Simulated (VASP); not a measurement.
Wanted: the native input for a VASP 6.6.1 run.

```yaml
Task: relaxation of the atoms
Functional: PBE
Potentials_or_basis: VASP PAW PBE potentials, release 64 (Si, O)
Cutoff: 520 eV
k_mesh: 7 × 7 × 11
Occupations: fermi-dirac, width 0.02 eV
Spin: no spin polarisation
Dipole_correction: no
Further_INCAR_settings: ALGO = Normal; EDIFF = 1e-06; IBRION = 2; EDIFFG = -0.02; NSW = 80
```

The structure of SiO2 lies in POSCAR:

```
SiO2
1.0
    4.2215312879      0.0000000000      0.0000000000
    0.0000000000      4.2215312879      0.0000000000
    0.0000000000      0.0000000000      2.6995632315
Si O
2 4
Direct
    0.0000000000      0.0000000000      0.0000000000
    0.5000000000      0.5000000000      0.5000000000
    0.3052552527      0.3052552527      0.0000000000
    0.1947447473      0.8052552527      0.5000000000
    0.6947447473      0.6947447473      0.0000000000
    0.8052552527      0.1947447473      0.5000000000
```

These files were run (other wordings do the same):

INCAR

```
PREC     = Accurate       # precision mode
ENCUT    = 520            # plane-wave cutoff, eV
EDIFF    = 1E-6           # SCF threshold, eV
ISMEAR   = -1             # smearing method
SIGMA    = 0.02           # smearing width, eV
LREAL    = F              # projectors in reciprocal space
LASPH    = T              # aspherical terms in the spheres
NELM     = 100            # most SCF steps
ALGO     = Normal         # electronic algorithm
ISIF     = 2              # what is computed and relaxed
LWAVE    = F              # write WAVECAR
LCHARG   = F              # write CHGCAR
GGA      = PE             # functional
IBRION   = 2              # ionic algorithm
NSW      = 80             # ionic steps
EDIFFG   = -0.02          # ionic threshold
```

KPOINTS

```
Automatic mesh
0
Gamma
  7 7 11
```

Potentials or basis: VASP PAW PBE potentials, release 64 (Si, O).

Run with:

```bash
$ cat potpaw_PBE.64/Si/POTCAR potpaw_PBE.64/O/POTCAR > POTCAR
$ mpirun -np 1 vasp_std > vasp.out
```

It gave:

| Item | Value |
| --- | --- |
| Energy gained by relaxing | 0.6 meV/atom |
| Ionic steps | 3 |
| Pressure after relaxing | 0.6 GPa |
| Band gap on the k mesh | 5.04 eV |

Run time: 74 s on 1 thread of AMD EPYC 7R13 Processor (Zen 3) (shared host), peak memory 0.15 GiB.
